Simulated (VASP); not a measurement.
Here is a VASP 6.6.1 calculation.

The input INCAR:

```
PREC = Accurate
ENCUT = 520
EDIFF = 1E-7
ISMEAR = 0
SIGMA = 0.05
LREAL = False
LASPH = True
NELM = 100
ALGO = Normal
ISIF = 2
LWAVE = False
LCHARG = False
GGA = PS
NBANDS = 15
```

KPOINTS

```
regular mesh
0
Gamma
  6 6 6
```

Contents of POSCAR:

```
RbBr
1.0
    4.0229253675      0.0000000000      0.0000000000
    0.0000000000      4.0229253675      0.0000000000
    0.0000000000      0.0000000000      4.3323811650
Rb Br
1 1
Direct
    0.0000000000      0.0000000000      0.0000000000
    0.5000000000      0.5000000000      0.5000000000
```

Potentials or basis: VASP PAW PBE potentials, release 64 (Rb_sv, Br).

Command:

```sh
$ cat potpaw_PBE.64/Rb_sv/POTCAR potpaw_PBE.64/Br/POTCAR > POTCAR
$ mpirun -np 1 vasp_std > vasp.out
```

**Question.** What does it give for the band gap on the k mesh?

**Answer.** 3.72 eV (least direct gap 3.87 eV).

**Question.** Estimate the pressure.

**Answer.** -0.5 GPa.

Stress tensor (GPa, compression positive):
```
 0.19  0.00  0.00
 0.00  0.19  0.00
 0.00  0.00 -1.98
```

Caveat: the cell differs from its parent crystal (strain -0.025 along x and y, +0.050 along z); the PAW data sets were made with another functional, which shifts forces and pressure a little. A k mesh can miss the band edges.
